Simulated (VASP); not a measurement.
A run of VASP 6.6.1 is set up as follows.

INCAR

```
SYSTEM = NaBI
PREC     = Accurate       ! precision mode
ENCUT    = 520            ! plane-wave cutoff, eV
EDIFF    = 1E-6           ! SCF threshold, eV
ISMEAR   = 0              ! smearing method
SIGMA    = 0.1            ! smearing width, eV
LREAL    = .FALSE.        ! projectors in reciprocal space
LASPH    = .TRUE.         ! aspherical terms in the spheres
NELM     = 100            ! most SCF steps
ALGO     = Normal         ! electronic algorithm
ISIF     = 2              ! what is computed and relaxed
LWAVE    = .FALSE.        ! write WAVECAR
LCHARG   = .FALSE.        ! write CHGCAR
GGA      = PE             ! functional
NBANDS   = 16             ! bands
```

The input KPOINTS:

```
regular mesh
0
G
  6 6 2
  0 0 0
```

File POSCAR:

```
NaBI
1.0
    2.9366174945     -2.9490257134      0.0000000000
    2.9366174945      2.9490257134      0.0000000000
    0.0000000000      0.0000000000      4.3281470635
Na B I
1 1 1
Direct
    0.5000000000      0.5000000000      0.5000000000
    0.0000000000      0.0000000000      0.5000000000
    0.0000000000      0.0000000000      0.0000000000
```

Potentials or basis: VASP PAW PBE potentials, release 64 (Na_pv, B, I).

Run with:

```sh
$ cat potpaw_PBE.64/Na_pv/POTCAR potpaw_PBE.64/B/POTCAR potpaw_PBE.64/I/POTCAR > POTCAR
$ mpirun -np 1 vasp_std > vasp.out
```

Task: What does it give for the pressure?

Result: 0.2 GPa.

Stress tensor (GPa, compression positive):
```
 0.35  0.00  0.00
 0.00  0.29  0.00
 0.00  0.00 -0.04
```

Caveat: the k points lie up to 0.73 Å⁻¹ apart; an odd number of electrons without spin polarisation forces a metal; a magnetic or distorted state may lie lower.
